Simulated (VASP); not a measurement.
# Cu12HClO6 in VASP: single point with PBE+D3(BJ)

Aim: the single point of Cu12HClO6 with PBE+D3(BJ).

Program: VASP 6.6.1. These are calculated values, not measurements. Logs are shortened: lines on timing, memory, paths and dates and some standing lists are left out, and cuts for length are marked.

### 1 The cell of the first run

The cell holds a slab with vacuum, 20 atoms: a = 6.006 Å, b = 6.006 Å, c = 19.130 Å, α = 90.00°, β = 90.00°, γ = 60.00°.

### 2 Single point, PBE+D3(BJ)

Input file INCAR:

```
PREC     = Accurate       # precision mode
ENCUT    = 520            # plane-wave cutoff, eV
EDIFF    = 1E-6           # SCF threshold, eV
ISMEAR   = 0              # smearing method
SIGMA    = 0.02           # smearing width, eV
LREAL    = Auto         
LASPH    = T              # aspherical terms in the spheres
NELM     = 60             # most SCF steps
ALGO     = Normal         # electronic algorithm
ISIF     = 2              # what is computed and relaxed
LWAVE    = F              # write WAVECAR
LCHARG   = F              # write CHGCAR
GGA      = PE             # functional
IVDW     = 12             # dispersion correction
NBANDS   = 104            # bands
```

Input file KPOINTS:

```
regular mesh
0
Gamma
  2 2 1
```

Input file POSCAR:

```
Cu12HClO6
1.0
    6.0057400000      0.0000000000      0.0000000000
    3.0028700000      5.2011230000      0.0000000000
    0.0000000000      0.0000000000     19.1295820000
Cu O Cl H
12 6 1 1
Direct
    0.1666667000      0.1666667000      0.0843175000
    0.6666667000      0.1666667000      0.0843175000
    0.1666667000      0.6666667000      0.0843175000
    0.6666667000      0.6666667000      0.0843175000
    0.8316848178      0.8309933415      0.2197944549
    0.3378651637      0.8308684081      0.2197467263
    0.8312902605      0.3376281975      0.2197663509
    0.3341033277      0.3334063278      0.2135665583
    0.5045497093      0.5025648918      0.3392919892
    0.9951846527      0.5032953139      0.3392452969
    0.5047812817     -0.0062371526      0.3393518070
    0.9997921647      0.9990374929      0.3471647125
    0.3333333000      0.3333333000      0.1163599000
    0.0000000000      0.0000000000      0.0522751000
    1.0003039073      0.0000166306      0.2497875224
    0.6669363857      0.6667150856      0.1834449597
    0.6679403672      0.6663849881      0.3829717209
    0.3346635410      0.3330399748      0.3104477647
    0.9999694751     -0.0026712298      0.4565044395
    0.6682224563      0.6665299597      0.4338998352
```

Potentials or basis: VASP PAW PBE potentials, release 64 (Cu, O, Cl, H).

Command:

```bash
$ cat potpaw_PBE.64/Cu/POTCAR potpaw_PBE.64/O/POTCAR potpaw_PBE.64/Cl/POTCAR potpaw_PBE.64/H/POTCAR > POTCAR
$ mpirun -np 1 vasp_std > vasp.out
```

OUTCAR:

```text
PREC = Accurate
   ENCUT = 520
   EDIFF = 1E-6
   ISMEAR = 0
   LREAL = Auto
   LASPH = T
   NELM = 60
   ISIF = 2
   GGA = PE
   IVDW = 12
 IVDW          = 12

 ion  position               nearest neighbor table
   1  0.167  0.167  0.084-  13 1.84  14 1.84
   2  0.667  0.167  0.084-  14 1.84  13 1.84
   3  0.167  0.667  0.084-  14 1.84  13 1.84
   4  0.667  0.667  0.084-  16 1.90
   5  0.832  0.831  0.220-  16 1.85  15 1.85
   6  0.338  0.831  0.220-  16 1.85  15 1.85
   7  0.831  0.338  0.220-  16 1.85  15 1.85
   8  0.334  0.333  0.214-  18 1.85  13 1.86
   9  0.505  0.503  0.339-  18 1.85  17 1.90
  10  0.995  0.503  0.339-  18 1.85  17 1.90
  11  0.505  0.994  0.339-  18 1.85  17 1.90
  12  1.000  0.999  0.347-  15 1.86  19 2.09
  13  0.333  0.333  0.116-   1 1.84   3 1.84   2 1.84   8 1.86
  14  0.000  0.000  0.052-   3 1.84   2 1.84   1 1.84
  15  0.000  0.000  0.250-   6 1.85   5 1.85   7 1.85  12 1.86
  16  0.667  0.667  0.183-   6 1.85   5 1.85   7 1.85   4 1.90
  17  0.668  0.666  0.383-  20 0.97   9 1.90  11 1.90  10 1.90
  18  0.335  0.333  0.310-  11 1.85   9 1.85  10 1.85   8 1.85
  19  1.000  0.997  0.457-  12 2.09
  20  0.668  0.667  0.434-  17 0.97

  LATTYP: Found a hexagonal cell.
 ALAT       =     6.0057396462
 C/A-ratio  =     3.1852166639

  Lattice vectors:

 A1 = (  -3.0028700000,  -5.2011230000,   0.0000000000)
 A2 = (   6.0057400000,   0.0000000000,   0.0000000000)
 A3 = (   0.0000000000,   0.0000000000,  19.1295820000)

Analysis of symmetry for initial positions (statically):
=====================================================================
 Subroutine PRICEL returns:
 Original cell was already a primitive cell.

 Routine SETGRP: Setting up the symmetry group for a
 hexagonal supercell.

 Subroutine GETGRP returns: Found  1 space group operations
 (whereof  1 operations were pure point group operations)
 out of a pool of 24 trial point group operations.

The static configuration has the point symmetry C_1 .

Analysis of symmetry for dynamics (positions and initial velocities):
=====================================================================
 Subroutine PRICEL returns:
 Original cell was already a primitive cell.

 Routine SETGRP: Setting up the symmetry group for a
 hexagonal supercell.

 Subroutine GETGRP returns: Found  1 space group operations
 (whereof  1 operations were pure point group operations)
 out of a pool of 24 trial point group operations.

The dynamic configuration has the point symmetry C_1 .

 Subroutine INISYM returns: Found  1 space group operations
 (whereof  1 operations are pure point group operations),
 and found     1 'primitive' translations

----------------------------------------------------------------------------------------

                                     Primitive cell

  volume of cell :     597.5430

  direct lattice vectors                    reciprocal lattice vectors
     6.005740000  0.000000000  0.000000000     0.166507375 -0.096133085  0.000000000
     3.002870000  5.201123000  0.000000000     0.000000000  0.192266170  0.000000000
     0.000000000  0.000000000 19.129582000     0.000000000  0.000000000  0.052275058

  length of vectors
     6.005740000  6.005739646 19.129582000     0.192266159  0.192266170  0.052275058

  position of ions in fractional coordinates (direct lattice)
     0.166666700  0.166666700  0.084317500
     0.666666700  0.166666700  0.084317500
     0.166666700  0.666666700  0.084317500
     0.666666700  0.666666700  0.084317500
     0.831684818  0.830993341  0.219794455
     0.337865164  0.830868408  0.219746726
[... 12 lines left out ...]
     0.999969475  0.997328770  0.456504440
     0.668222456  0.666529960  0.433899835

  ion indices of the primitive-cell ions
   primitive index   ion index
                 1           1
                 2           2
                 3           3
                 4           4
                 5           5
                 6           6
[... 12 lines left out ...]
                19          19
                20          20

----------------------------------------------------------------------------------------

 KPOINTS: regular mesh

Automatic generation of k-mesh.
 Grid dimensions read from file:
 generate k-points for:    2    2    1

 Generating k-lattice:

  Cartesian coordinates                     Fractional coordinates (reciprocal lattice)
     0.083253687 -0.048066543  0.000000000     0.500000000  0.000000000  0.000000000
     0.000000000  0.096133085  0.000000000     0.000000000  0.500000000  0.000000000
     0.000000000  0.000000000  0.052275058     0.000000000  0.000000000  1.000000000

  Length of vectors
     0.096133079  0.096133085  0.052275058

  Shift w.r.t. Gamma in fractional coordinates (k-lattice)
     0.000000000  0.000000000  0.000000000

 Subroutine IBZKPT returns following result:
 ===========================================

 Found      4 irreducible k-points:

 Following reciprocal coordinates:
            Coordinates               Weight
  0.000000  0.000000  0.000000      1.000000
  0.500000  0.000000  0.000000      1.000000
  0.500000  0.500000  0.000000      1.000000
  0.000000  0.500000  0.000000      1.000000
   k-points           NKPTS =      4   k-points in BZ     NKDIM =      4   number of bands    NBANDS=    104
   number of dos      NEDOS =    301   number of ions     NIONS =     20
   total plane-waves  NPLWV = 331776
   dimension x,y,z NGX =    48 NGY =   48 NGZ =  144
   dimension x,y,z NGXF=    96 NGYF=   96 NGZF=  288
   ions per type =              12   6   1   1
   NGX,Y,Z   is equivalent  to a cutoff of  13.29, 13.29, 12.51 a.u.
   NGXF,Y,Z  is equivalent  to a cutoff of  26.57, 26.57, 25.03 a.u.
 SYSTEM =  unknown system
   PREC   = accura    normal or accurate (medium, high low for compatibility)
   ISTART =      0    job   : 0-new  1-cont  2-samecut
   ICHARG =      2    charge: 1-file 2-atom 10-const
   ISPIN  =      1    spin polarized calculation?
   LNONCOLLINEAR =      F non collinear calculations
   LSORBIT =      F    spin-orbit coupling
   LASPH  =      T    aspherical Exc in radial PAW
   ENCUT  =  520.0 eV  38.22 Ry    6.18 a.u.  11.17 11.17 35.57*2*pi/ulx,y,z
   NELM   =     60;   NELMIN=  2; NELMDL= -5     # of ELM steps
   EDIFF  = 0.1E-05   stopping-criterion for ELM
   LREAL  =      T    real-space projection
   EDIFFG = 0.1E-04   stopping-criterion for IOM
   NSW    =      0    number of steps for IOM
   IBRION =     -1    ionic relax: 0-MD 1-quasi-New 2-CG
   NFREE  =      0    steps in history (QN), initial steepest desc. (CG)
   ISIF   =      2    stress and relaxation
   ISYM   =      2    0-nonsym 1-usesym 2-fastsym
   POTIM  = 0.5000    time-step for ionic-motion
   TEBEG  =    0.0;   TEEND  =   0.0 temperature during run
   PSTRESS=    0.0 pullay stress
   NELECT =     176.0000    total number of electrons
   NUPDOWN=      -1.0000    fix difference up-down
   EMIN   =  10.00;   EMAX   =-10.00  energy-range for DOS
   EFERMI =   0.00;   METHOD = LEGACY
   ISMEAR =     0;   SIGMA  =   0.02  broadening in eV -4-tet -1-fermi 0-gaus
   EFERMI_NEDOS =   21; number of points for ismear=-14 and -15
   IALGO  =     38    algorithm
   IMIX   =      4    mixing-type and parameters
     AMIX     =   0.40;   BMIX     =  1.00
     AMIX_MAG =   1.60;   BMIX_MAG =  1.00
  volume/ion in A,a.u.               =      29.88       201.62
  Fermi-wavevector in a.u.,A,eV,Ry     =   1.089238  2.058361 16.142480  1.186439
  Thomas-Fermi vector in A             =   2.225437
   LORBIT       =      0    0 simple, 1 ext, 2 COOP (PROOUT), +10 PAW based schemes
   GGA     = PE    functional components
   LHFCALC =     F    Hartree Fock is set to
   AEXX    =    0.0000 exact exchange contribution
   IVDW    =    12    specifies the selected vdW correction
   LEPSILON=     F    determine dielectric tensor
   LRPA    =     F    only Hartree local field effects (RPA)
 non-spin polarized calculation
 Gauss-broadening in eV      SIGMA  =   0.02
  energy-cutoff  :      520.00
  volume of cell :      597.54
 maximum number of plane-waves:     16091
 NGX is ok and might be reduce to    48
   NGX = 23   NGY = 23   NGZ = 71

 number of electron     176.0000026 magnetization

 Free energy of the ion-electron system (eV)
  ---------------------------------------------------
  ext. energy  EPLUGINS =         0.00000000
  ---------------------------------------------------
  free energy    TOTEN  =       -86.79994377 eV

  energy without entropy =      -86.79994377  energy(sigma->0) =      -86.79994377

 E-fermi :  -0.9130     XC(G=0):  -5.4493

 val. band max:       -1.0365565906   @ k =   0.0000   0.0000   0.0000
 cond. band min:      -0.4761200889   @ k =   0.0000   0.0000   0.0000
 fundamental gap:      0.5604365017
 Fermi energy:        -0.9130272663

 k-point     1 :       0.0000    0.0000    0.0000
  band No.  band energies     occupation
      1     -22.2895      2.00000
      2     -20.8991      2.00000
      3     -20.7280      2.00000
      4     -20.5251      2.00000
      5     -20.2749      2.00000
      6     -19.3118      2.00000
[... 92 lines left out ...]
     99       3.2163      0.00000
    100       3.7570      0.00000

 k-point     2 :       0.5000    0.0000    0.0000
  band No.  band energies     occupation
      1     -22.2779      2.00000
      2     -20.8532      2.00000
      3     -20.5930      2.00000
      4     -20.5397      2.00000
      5     -20.4355      2.00000
      6     -19.3570      2.00000
[... 92 lines left out ...]
     99       3.0508      0.00000
    100       3.5247      0.00000

 k-point     3 :       0.5000    0.5000    0.0000
  band No.  band energies     occupation
      1     -22.2779      2.00000
      2     -20.8532      2.00000
      3     -20.5933      2.00000
      4     -20.5396      2.00000
      5     -20.4353      2.00000
      6     -19.3570      2.00000
[... 92 lines left out ...]
     99       3.0532      0.00000
    100       3.5256      0.00000

 k-point     4 :       0.0000    0.5000    0.0000
  band No.  band energies     occupation
      1     -22.2779      2.00000
      2     -20.8532      2.00000
      3     -20.5933      2.00000
      4     -20.5397      2.00000
      5     -20.4352      2.00000
      6     -19.3570      2.00000
[... 92 lines left out ...]
     99       3.0509      0.00000
    100       3.5217      0.00000
 [bands above 100 left out]

------------------------ aborting loop because EDIFF is reached ----------------------------------------

 Edisp (eV)   -4.30812

 E8    (eV) :    -1.7831

  FORCE on cell =-STRESS in cart. coord.  units (eV):
  Direction    XX          YY          ZZ          XY          YZ          ZX
  --------------------------------------------------------------------------------------
  -------------------------------------------------------------------------------------
  Total      -3.93669    -3.94152     0.54342     0.01078    -0.00007    -0.01447
  in kB     -10.55534   -10.56831     1.45705     0.02890    -0.00020    -0.03878
  external pressure =       -6.56 kB  Pullay stress =        0.00 kB

 VOLUME and BASIS-vectors are now :
 -----------------------------------------------------------------------------
  energy-cutoff  :      520.00
  volume of cell :      597.54
      direct lattice vectors                 reciprocal lattice vectors
     6.005740000  0.000000000  0.000000000     0.166507375 -0.096133085  0.000000000
     3.002870000  5.201123000  0.000000000     0.000000000  0.192266170  0.000000000
     0.000000000  0.000000000 19.129582000     0.000000000  0.000000000  0.052275058

 POSITION                                       TOTAL-FORCE (eV/Angst)
 -----------------------------------------------------------------------------------
      1.50144      0.86685      1.61296        -0.594318     -0.343598      0.077693
      4.50431      0.86685      1.61296         0.594933     -0.343043      0.076638
      3.00287      3.46742      1.61296         0.000771      0.686718      0.077320
      6.00574      3.46742      1.61296        -0.000843     -0.000118      0.003926
      7.49025      4.32210      4.20458         0.003961      0.003443     -0.002995
      4.52412      4.32145      4.20366        -0.002794      0.007173      0.001768
[... 12 lines left out ...]
      9.00041      5.18723      8.73274         0.001118      0.001423     -0.003313
      6.01467      3.46670      8.30032        -0.000170     -0.000517      0.090560
 -----------------------------------------------------------------------------------
    total drift:                                0.001806      0.001012     -0.001768

  FREE ENERGIE OF THE ION-ELECTRON SYSTEM (eV)
  ---------------------------------------------------
  free  energy   TOTEN  =       -91.1080636682 eV

  energy  without entropy=      -91.1080636682  energy(sigma->0) =      -91.10806367
```

Run time: 31 min. Hardware: 1 thread of Intel Xeon 8259CL, shared host; peak memory 0.77 GiB.

Results:

```
Free energy                : -91.1081 eV
Largest force              : 0.691 eV/Å
Band gap on the k mesh     : 0.56 eV
Dispersion energy per atom : -0.215 eV
```

Forces on the atoms (eV/Å):
```
Cu  -0.594 -0.344  0.078
Cu   0.595 -0.343  0.077
Cu   0.001  0.687  0.077
Cu  -0.001  0.000  0.004
Cu   0.004  0.003 -0.003
Cu  -0.003  0.007  0.002
Cu   0.004 -0.006 -0.001
Cu  -0.003 -0.001 -0.005
Cu   0.019  0.014  0.014
Cu  -0.022  0.009  0.011
Cu  -0.004 -0.026  0.009
Cu   0.004  0.000  0.077
O    0.000  0.000 -0.238
O    0.000  0.000 -0.137
O    0.005  0.001  0.002
O    0.000 -0.003 -0.039
O   -0.001  0.000 -0.015
O   -0.003  0.001  0.001
Cl   0.001  0.001 -0.003
H    0.000 -0.001  0.091
```

Caveat: the k points lie up to 0.60 Å⁻¹ apart; there is no dipole correction, which matters where the two faces differ; semilocal functionals underestimate gaps, and a narrow one can read as zero.
